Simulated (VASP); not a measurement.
# BaTe (P6_3/mmc) in VASP: dielectric tensor with PBE

Aim: the dielectric tensor of BaTe with PBE.

Everything below comes from runs of VASP 6.6.1. Logs are shortened: lines on timing, memory, paths and dates and some standing lists are left out, and cuts for length are marked.

### Step 1. The cell of the first run

The structure is hexagonal, space group P6_3/mmc (No. 194). Conventional cell: a = 4.895 Å, b = 4.895 Å, c = 8.584 Å, α = 90.00°, β = 90.00°, γ = 120.00°. Ba (site symmetry -3m) has 6 Te at 3.55 Å and 2 Ba at 4.29 Å within 4.7 Å. Within 4.7 Å of Te (site symmetry -6m2) lie 6 Ba at 3.55 Å.

### Step 2. Dielectric tensor, PBE

Input file INCAR:

```
SYSTEM = BaTe
ALGO = Normal ; EDIFF = 1E-8
ENCUT = 520 ; GGA = PE
ISIF = 2 ; ISMEAR = 0
LASPH = .True. ; LCHARG = .False.
LEPSILON = .True. ; LREAL = .False.
LWAVE = .False. ; NELM = 80
PREC = Accurate ; SIGMA = 0.01
```

Input file KPOINTS:

```
k-points
0
Gamma
  6 6 4
  0 0 0
```

Input file POSCAR:

```
BaTe
1.0
    4.8953715718      0.0000000000      0.0000000000
   -2.4476857859      4.2395161422      0.0000000000
    0.0000000000      0.0000000000      8.5840689438
Ba Te
2 2
Direct
    0.0000000000      0.0000000000      0.0000000000
    0.0000000000      0.0000000000      0.5000000000
    0.3333333333      0.6666666667      0.2500000000
    0.6666666667      0.3333333333      0.7500000000
```

Potentials or basis: VASP PAW PBE potentials, release 64 (Ba_sv, Te).

Started as:

```console
$ cat potpaw_PBE.64/Ba_sv/POTCAR potpaw_PBE.64/Te/POTCAR > POTCAR
$ mpirun -np 1 vasp_std > vasp.out
```

OUTCAR:

```text
SYSTEM = BaTe
   EDIFF = 1E-8
   ENCUT = 520
   GGA = PE
   ISIF = 2
   ISMEAR = 0
   LASPH = .True.
   LEPSILON = .True.
   LREAL = .False.
   NELM = 80
   PREC = Accurate

 ion  position               nearest neighbor table
   1  0.000  0.000  0.000-   3 3.55   4 3.55   4 3.55   3 3.55   4 3.55   3 3.55   2 4.29   2 4.29

   2  0.000  0.000  0.500-   3 3.55   4 3.55   4 3.55   3 3.55   4 3.55   3 3.55   1 4.29   1 4.29

   3  0.333  0.667  0.250-   1 3.55   2 3.55   1 3.55   2 3.55   1 3.55   2 3.55
   4  0.667  0.333  0.750-   1 3.55   2 3.55   1 3.55   2 3.55   1 3.55   2 3.55

  LATTYP: Found a hexagonal cell.
 ALAT       =     4.8953715718
 C/A-ratio  =     1.7535071277

  Lattice vectors:

 A1 = (   4.8953715718,   0.0000000000,   0.0000000000)
 A2 = (  -2.4476857859,   4.2395161422,   0.0000000000)
 A3 = (   0.0000000000,   0.0000000000,   8.5840689438)

Analysis of symmetry for initial positions (statically):
=====================================================================
 Subroutine PRICEL returns:
 Original cell was already a primitive cell.

 Routine SETGRP: Setting up the symmetry group for a
 hexagonal supercell.

 Subroutine GETGRP returns: Found 24 space group operations
 (whereof 12 operations were pure point group operations)
 out of a pool of 24 trial point group operations.

The static configuration has the point symmetry D_3d.
 The point group associated with its full space group is D_6h.

Analysis of symmetry for dynamics (positions and initial velocities):
=====================================================================
 Subroutine PRICEL returns:
 Original cell was already a primitive cell.

 Routine SETGRP: Setting up the symmetry group for a
 hexagonal supercell.

 Subroutine GETGRP returns: Found 24 space group operations
 (whereof 12 operations were pure point group operations)
 out of a pool of 24 trial point group operations.

The dynamic configuration has the point symmetry D_3d.
 The point group associated with its full space group is D_6h.

 Subroutine INISYM returns: Found 24 space group operations
 (whereof 12 operations are pure point group operations),
 and found     1 'primitive' translations

----------------------------------------------------------------------------------------

                                     Primitive cell

  volume of cell :     178.1538

  direct lattice vectors                    reciprocal lattice vectors
     4.895371572  0.000000000  0.000000000     0.204274586  0.117937987  0.000000000
    -2.447685786  4.239516142  0.000000000     0.000000000  0.235875974  0.000000000
     0.000000000  0.000000000  8.584068944     0.000000000  0.000000000  0.116494871

  length of vectors
     4.895371572  4.895371572  8.584068944     0.235875974  0.235875974  0.116494871

  position of ions in fractional coordinates (direct lattice)
     0.000000000  0.000000000  0.000000000
     0.000000000  0.000000000  0.500000000
     0.333333333  0.666666667  0.250000000
     0.666666667  0.333333333  0.750000000

  ion indices of the primitive-cell ions
   primitive index   ion index
                 1           1
                 2           2
                 3           3
                 4           4

----------------------------------------------------------------------------------------

 KPOINTS: k-points

Automatic generation of k-mesh.
 Grid dimensions read from file:
 generate k-points for:    6    6    4
[... 82 lines left out ...]
  Fermi-wavevector in a.u.,A,eV,Ry     =   0.923690  1.745522 11.608545  0.853204
  Thomas-Fermi vector in A             =   2.049355
   LORBIT       =      0    0 simple, 1 ext, 2 COOP (PROOUT), +10 PAW based schemes
   GGA     = PE    functional components
   LHFCALC =     F    Hartree Fock is set to
   AEXX    =    0.0000 exact exchange contribution
   IVDW    =     0    specifies the selected vdW correction
   LEPSILON=     T    determine dielectric tensor
   LRPA    =     F    only Hartree local field effects (RPA)
 non-spin polarized calculation
 Gauss-broadening in eV      SIGMA  =   0.01
  energy-cutoff  :      520.00
  volume of cell :      178.15
 maximum number of plane-waves:      4820
   NGX = 19   NGY = 19   NGZ = 31

--------------------------------------- Ionic step        1  -------------------------------------------

 number of electron      32.0000001 magnetization

 E-fermi :   2.2258     XC(G=0):  -8.0762

 val. band max:        2.1529692249   @ k =   0.0000   0.0000   0.0000
 cond. band min:       3.8211781587   @ k =   0.5000   0.0000   0.0000
 fundamental gap:      1.6682089338
 Fermi energy:         2.2257560179

 k-point     1 :       0.0000    0.0000    0.0000
  band No.  band energies     occupation
      1     -25.1572      2.00000
      2     -25.1327      2.00000
      3     -10.7587      2.00000
      4     -10.3058      2.00000
      5     -10.3058      2.00000
      6     -10.2570      2.00000
[... 472 lines left out ...]
     19       6.2602      0.00000
     20       6.2602      0.00000

  FORCE on cell =-STRESS in cart. coord.  units (eV):
  Direction    XX          YY          ZZ          XY          YZ          ZX
  --------------------------------------------------------------------------------------
  -------------------------------------------------------------------------------------
  Total        0.3914627      0.3914627      0.4839995      0.0000000     -0.0000000      0.0000000
  in kB        3.5205121      3.5205121      4.3527161      0.0000000     -0.0000000      0.0000000
  external PRESSURE =       3.7979134 kB  Pullay stress =       0.0000000 kB

 VOLUME and BASIS-vectors are now :
 -----------------------------------------------------------------------------
  energy-cutoff  :      520.00
  volume of cell :      178.15
      direct lattice vectors                 reciprocal lattice vectors
     4.895371572  0.000000000  0.000000000     0.204274586  0.117937987  0.000000000
    -2.447685786  4.239516142  0.000000000     0.000000000  0.235875974  0.000000000
     0.000000000  0.000000000  8.584068944     0.000000000  0.000000000  0.116494871

 POSITION                                       TOTAL-FORCE (eV/Angst)
 -----------------------------------------------------------------------------------
      0.00000      0.00000      0.00000         0.000000      0.000000     -0.000000
      0.00000      0.00000      4.29203         0.000000      0.000000     -0.000000
     -0.00000      2.82634      2.14602         0.000000     -0.000000     -0.000000
      2.44769      1.41317      6.43805        -0.000000      0.000000      0.000000
 -----------------------------------------------------------------------------------
    total drift:                               -0.000000      0.000000     -0.000000

  FREE ENERGIE OF THE ION-ELECTRON SYSTEM (eV)
  ---------------------------------------------------
  free  energy   TOTEN  =       -16.9628644290 eV

  energy  without entropy=      -16.9628644290  energy(sigma->0) =      -16.96286443

 HEAD OF MICROSCOPIC STATIC DIELECTRIC TENSOR (INDEPENDENT PARTICLE, excluding Hartree and local field effects)
 ------------------------------------------------------
           6.525090     0.000000     0.000000
           0.000000     6.525090     0.000000
           0.000000     0.000000     6.613648
 ------------------------------------------------------

 Free energy of the ion-electron system (eV)
  ---------------------------------------------------
  ---------------------------------------------------
  free energy    TOTEN  =        -2.80809629 eV

  energy without entropy =       -2.80809629

------------------------ aborting loop because EDIFF is reached ----------------------------------------

--------------------------------------- Ionic step        2  -------------------------------------------

------------------------ aborting loop because EDIFF is reached ----------------------------------------

--------------------------------------- Ionic step        3  -------------------------------------------

 Free energy of the ion-electron system (eV)
  ---------------------------------------------------
  ---------------------------------------------------
  free energy    TOTEN  =        -2.84146332 eV

  energy without entropy =       -2.84146332

------------------------ aborting loop because EDIFF is reached ----------------------------------------

 PIEZOELECTRIC TENSOR FIELD DIRECTION 3  (e Angst)
 -----------------------------------------------------------------------------
    -0.00098 -0.00000  0.00000           (  0.00000  0.00000  0.00000)
     0.00000 -0.00098  0.00000           (  0.00000  0.00000  0.00000)
    -0.00000  0.00000  0.00180           (  0.00000  0.00000  0.00001)

 PIEZOELECTRIC TENSOR FIELD DIRECTION 3  (C/m^2)
 -----------------------------------------------------------------------------
    -0.00009 -0.00000  0.00000
     0.00000 -0.00009  0.00000
    -0.00000  0.00000  0.00016

 MACROSCOPIC STATIC DIELECTRIC TENSOR (including local field effects in DFT)
 ------------------------------------------------------
           6.036487    -0.000000     0.000000
           0.000000     6.036487     0.000000
           0.000000    -0.000000     6.051478
 ------------------------------------------------------

 PIEZOELECTRIC TENSOR (including local field effects)  for field in x, y, z        (e  Angst)
          XX          YY          ZZ          XY          YZ          ZX
  --------------------------------------------------------------------------------
  x     0.00000     0.00000     0.00000     0.00000     0.00000     0.00000
  y     0.00000     0.00000     0.00000     0.00000     0.00000     0.00000
  z     0.00000     0.00000     0.00000     0.00000     0.00000     0.00000

 PIEZOELECTRIC TENSOR (including local field effects)  for field in x, y, z        (C/m^2)
          XX          YY          ZZ          XY          YZ          ZX
  --------------------------------------------------------------------------------
  x     0.00000     0.00000     0.00000     0.00000     0.00000     0.00000
  y     0.00000     0.00000     0.00000     0.00000     0.00000     0.00000
  z     0.00000     0.00000     0.00000     0.00000     0.00000     0.00000

 BORN EFFECTIVE CHARGES (including local field effects) (in |e|, cummulative output)
 ---------------------------------------------------------------------------------
 ion    1
    1     2.58718     0.00000     0.00000
    2     0.00000     2.58718     0.00000
    3    -0.00000    -0.00000     2.76800
 ion    2
    1     2.58718     0.00000     0.00000
    2     0.00000     2.58718    -0.00000
    3    -0.00000    -0.00000     2.76800
 ion    3
    1    -2.58718     0.00000     0.00000
    2     0.00000    -2.58718     0.00000
    3     0.00000     0.00000    -2.76800
 ion    4
    1    -2.58718     0.00000     0.00000
    2     0.00000    -2.58718     0.00000
    3     0.00000     0.00000    -2.76800
```

Run time: 9.3 min. Hardware: 1 thread of Intel Xeon 6975P-C (Granite Rapids), shared host; peak memory 0.57 GiB.

What came out:

| Item | Value |
| --- | --- |
| Band gap on the k mesh | 1.67 eV (least direct gap 1.72 eV) |
| Electronic dielectric tensor (diagonal) | 6.04, 6.04, 6.05 |
| Born charges (mean of the diagonal) | Ba +2.65; Te -2.65 e |

Electronic dielectric tensor:
```
6.04 0.00 0.00
0.00 6.04 0.00
0.00 0.00 6.05
```

Born effective charge tensors (e):
atom 1, Ba
```
2.59 0.00 0.00
0.00 2.59 0.00
0.00 0.00 2.77
```
atom 2, Ba
```
2.59 0.00 0.00
0.00 2.59 0.00
0.00 0.00 2.77
```
atom 3, Te
```
-2.59  0.00  0.00
 0.00 -2.59  0.00
 0.00  0.00 -2.77
```
atom 4, Te
```
-2.59  0.00  0.00
 0.00 -2.59  0.00
 0.00  0.00 -2.77
```

Caveat: spin-orbit coupling is left out, which moves the levels of the heavy elements. A k mesh can miss the band edges.
